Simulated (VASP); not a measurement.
A run of VASP 6.6.1 is set up as follows.

The input INCAR:

```
SYSTEM = Be3B2Cl3
  ALGO = Normal
  EDIFF = 1E-7
  EDIFFG = -0.01
  ENCUT = 600
  GGA = PE
  IBRION = 2
  ISIF = 3
  ISMEAR = 0
  LASPH = .TRUE.
  LCHARG = .FALSE.
  LREAL = .FALSE.
  LWAVE = .FALSE.
  NELM = 100
  NSW = 100
  PREC = Accurate
  SIGMA = 0.1
```

File KPOINTS:

```
k-points
0
G
  6 6 8
  0 0 0
```

File POSCAR:

```
Be3B2Cl3
1.0
    6.7376168254      0.0000000000      0.0000000000
   -3.3688084127      5.8349473318      0.0000000000
    0.0000000000      0.0000000000      4.6690921067
Be B Cl
3 2 3
Direct
    0.5000000000      0.0000000000      0.5000000000
    0.0000000000      0.5000000000      0.5000000000
    0.5000000000      0.5000000000      0.5000000000
    0.3333333333      0.6666666667      0.0000000000
    0.6666666667      0.3333333333      0.0000000000
    0.5000000000      0.0000000000      0.0000000000
    0.0000000000      0.5000000000      0.0000000000
    0.5000000000      0.5000000000      0.0000000000
```

Potentials or basis: VASP PAW PBE potentials, release 64 (Be, B, Cl).

Command:

```bash
$ cat potpaw_PBE.64/Be/POTCAR potpaw_PBE.64/B/POTCAR potpaw_PBE.64/Cl/POTCAR > POTCAR
$ mpirun -np 1 vasp_std > vasp.out
```

**Question.** Predict the relaxed volume.

**Answer.** 23.80 Å³/atom.

**Question.** What does it give for the space group after relaxing (to 0.05 Å)?

**Answer.** P6/mmm (No. 191).

Final structure:
```xyz
8
Lattice="6.6202 0.0000 0.0000 -3.3101 5.7332 0.0000 0.0000 0.0000 5.0158" Properties=species:S:1:pos:R:3 pbc="T T T"
Be    3.3101    0.0000    2.5079
Be   -1.6550    2.8666    2.5079
Be    1.6550    2.8666    2.5079
B     0.0000    3.8221    0.0000
B     3.3101    1.9111    0.0000
Cl    3.3101    0.0000    5.0158
Cl   -1.6550    2.8666    5.0158
Cl    1.6550    2.8666    5.0158
```

Caveat: an odd number of electrons without spin polarisation forces a metal; a magnetic or distorted state may lie lower.
